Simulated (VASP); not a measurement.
Write the native input for VASP 6.6.1 that does the following.

- Task: single point
- Functional: r2SCAN
- Potentials or basis: VASP PAW PBE potentials, release 64 (Cd_sv_GW, F)
- Cutoff: 770 eV
- k mesh: 9 × 9 × 9
- Occupations: fermi-dirac, width 0.05 eV
- Spin: no spin polarisation
- Dipole correction: no
- Further INCAR settings: ALGO = Normal; EDIFF = 1e-06; NBANDS = 24

Crystal: CdF2.

```
Cd F
1.0
     0.00000    2.65759    2.65759
     2.65759    0.00000    2.65759
     2.65759    2.65759    0.00000
Cd F
1 2
Direct
  0.00000 0.00000 0.00000
  0.75000 0.75000 0.75000
  0.25000 0.25000 0.25000
```

One way to write it, as run:

POSCAR

```
CdF2
1.0
    0.0000000000      2.6575901313      2.6575901313
    2.6575901313      0.0000000000      2.6575901313
    2.6575901313      2.6575901313      0.0000000000
Cd F
1 2
Direct
    0.0000000000      0.0000000000      0.0000000000
    0.7500000000      0.7500000000      0.7500000000
    0.2500000000      0.2500000000      0.2500000000
```

INCAR.step1

```
ALGO = Normal
EDIFF = 1E-5
ENCUT = 770
GGA = PE
GGA_COMPAT = F
ISMEAR = -1
LASPH = T
LCHARG = F
LREAL = F
LWAVE = T
NBANDS = 24
NELM = 120
PREC = Accurate
SIGMA = 0.05
```

INCAR.step2

```
ALGO = Normal
EDIFF = 1E-6
ENCUT = 770
GGA_COMPAT = F
ISIF = 2
ISMEAR = -1
ISTART = 1
LASPH = T
LCHARG = F
LMIXTAU = T
LREAL = F
LWAVE = F
METAGGA = R2SCAN
NBANDS = 24
NELM = 120
PREC = Accurate
SIGMA = 0.05
```

KPOINTS

```
k-points
0
Gamma
  9 9 9
```

Potentials or basis: VASP PAW PBE potentials, release 64 (Cd_sv_GW, F).

Launch:

```sh
$ cat potpaw_PBE.64/Cd_sv_GW/POTCAR potpaw_PBE.64/F/POTCAR > POTCAR
$ cp INCAR.step1 INCAR
$ mpirun -np 1 vasp_std > vasp.out
$ cp INCAR.step2 INCAR
$ mpirun -np 1 vasp_std > vasp.out
```

It gave:

```
Pressure               : 4.7 GPa
Band gap on the k mesh : 3.97 eV (least direct gap 4.40 eV)
```

Caveat: the cell stands under pressure; the PAW data sets were made with another functional, which shifts forces and pressure a little; an odd mesh through Γ misses points on the zone boundary, where band edges can lie.

It took 3.3 min on 1 thread of Intel(R) Xeon(R) Platinum 8259CL CPU @ 2.50GHz (Skylake/Cascade Lake), on a shared host, peak memory 0.26 GiB.
